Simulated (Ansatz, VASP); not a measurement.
## Sr3Br2 in VASP and in Ansatz

```
Sr Br
1.0
     4.46197    0.00000    0.00000
    -2.23098    3.86418    0.00000
     0.00000    0.00000   14.57417
Sr Br
3 2
Direct
  0.00000 0.00000 0.00000
  0.33333 0.66667 0.61114
  0.66667 0.33333 0.38886
  0.33333 0.66667 0.11410
  0.66667 0.33333 0.88590
```

Alike in both runs: functional PBE; k mesh 12 × 12 × 4; occupations gaussian, width 0.1 eV; no spin polarisation.

Ansatz relaxed the structure, and its values are those at the end. VASP's run is a single point on that final structure, the one shown.

|  | VASP | Ansatz |
| --- | --- | --- |
| version | VASP 6.6.1 | Ansatz 0.2.0 |
| potentials or method | VASP PAW PBE potentials, release 64 (Sr_sv, Br), cutoff 520 eV | scalar-relativistic, plane waves, PAW |
| valence electrons in the cell | 44 | 44 |

VASP gave:

```
gap on the k mesh at the Fermi level (eV) : none
pressure (GPa)                            : 0.1
rms of the force components (eV/Å)        : 0.007
```

Q: What did Ansatz give for the same quantities?

A: gap on the k mesh at the Fermi level (eV): none; pressure (GPa): 0.0; rms of the force components (eV/Å): 0.003.

A gap of «none» marks a metal or a gap that the smearing closes.
